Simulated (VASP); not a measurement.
Write the native input for VASP 6.6.1 that does the following.

| Item | Value |
| --- | --- |
| Task | single point |
| Functional | PBEsol |
| Potentials or basis | VASP PAW PBE potentials, release 64 (Pd, Ga_d, N) |
| Cutoff | 520 eV |
| k mesh | 3 × 3 × 3 |
| Occupations | gaussian, width 0.05 eV |
| Spin | collinear spin |
| Starting moments | [3.0, 0.0, 0.0, 0.0, 0.0, 0.0, 0.0, 0.0, 0.0, 0.0, 0.0, 0.0, 0.0, 0.0, 0.0, 0.0] μB |
| Dipole correction | no |
| Further INCAR settings | LREAL = Auto; ALGO = Normal; EDIFF = 1e-07; NBANDS = 88 |

The structure of Ga7PdN8 lies in POSCAR:

```
Ga7PdN8
1.0
    6.3800000000      0.0000000000      0.0000000000
   -3.1900000000      5.5252421000      0.0000000000
    0.0000000000      0.0000000000      5.1890000000
Pd Ga N
1 7 8
Direct
    0.3333333333      0.1666666667      0.9970661367
    0.3367868153      0.6683934076      0.0013916944
    0.8316065924      0.1632131847      0.0013916944
    0.8316065924      0.6683934076      0.0013916944
    0.1645381660      0.3354618340      0.4974567470
    0.1645381660      0.8290763319      0.4974567470
    0.6709236681      0.3354618340      0.4974567470
    0.6666666667      0.8333333333      0.4986304684
    0.3333333333      0.1666666667      0.4037776122
    0.3349280613      0.6674640307      0.3738691721
    0.8325359693      0.1650719387      0.3738691721
    0.8325359693      0.6674640307      0.3738691721
    0.1551430545      0.3448569455      0.8695298536
    0.1551430545      0.8102861089      0.8695298536
    0.6897138911      0.3448569455      0.8695298536
    0.6666666667      0.8333333333      0.8737833818
```

One way to write it, as run:

INCAR

```
SYSTEM = Ga7PdN8
  PREC = Accurate
  ENCUT = 520
  EDIFF = 1E-7
  ISMEAR = 0
  SIGMA = 0.05
  LREAL = Auto
  LASPH = .TRUE.
  NELM = 150
  ALGO = Normal
  ISIF = 2
  LWAVE = .FALSE.
  LCHARG = .TRUE.
  ISPIN = 2
  MAGMOM = 3 0 0 0 0 0 0 0 0 0 0 0 0 0 0 0
  LORBIT = 11
  LMAXMIX = 4
  GGA = PS
  LELF = .TRUE.
  LVHAR = .TRUE.
  NBANDS = 88
```

KPOINTS

```
regular mesh
0
G
  3 3 3
  0 0 0
```

Potentials or basis: VASP PAW PBE potentials, release 64 (Pd, Ga_d, N).

Launch:

```sh
$ cat potpaw_PBE.64/Pd/POTCAR potpaw_PBE.64/Ga_d/POTCAR potpaw_PBE.64/N/POTCAR > POTCAR
$ mpirun -np 1 vasp_std > vasp.out
```

Results of the run:

```json
{
 "Pressure": "3.1 GPa",
 "Largest force": "0.929 eV/Å",
 "Net moment": "0.00 μB per cell",
 "Valence electrons inside the program's atomic spheres": "Pd 9.52; Ga 11.93, 11.90, 11.89 (each value once); N 3.68, 3.73, 3.69 (each value once)"
}
```

Caveat: the k points lie up to 0.40 Å⁻¹ apart; the PAW data sets were made with another functional, which shifts forces and pressure a little.

Wall time 9.1 min on 1 thread of Intel(R) Xeon(R) Platinum 8259CL CPU @ 2.50GHz (Skylake/Cascade Lake), on a shared host, peak memory 0.44 GiB.
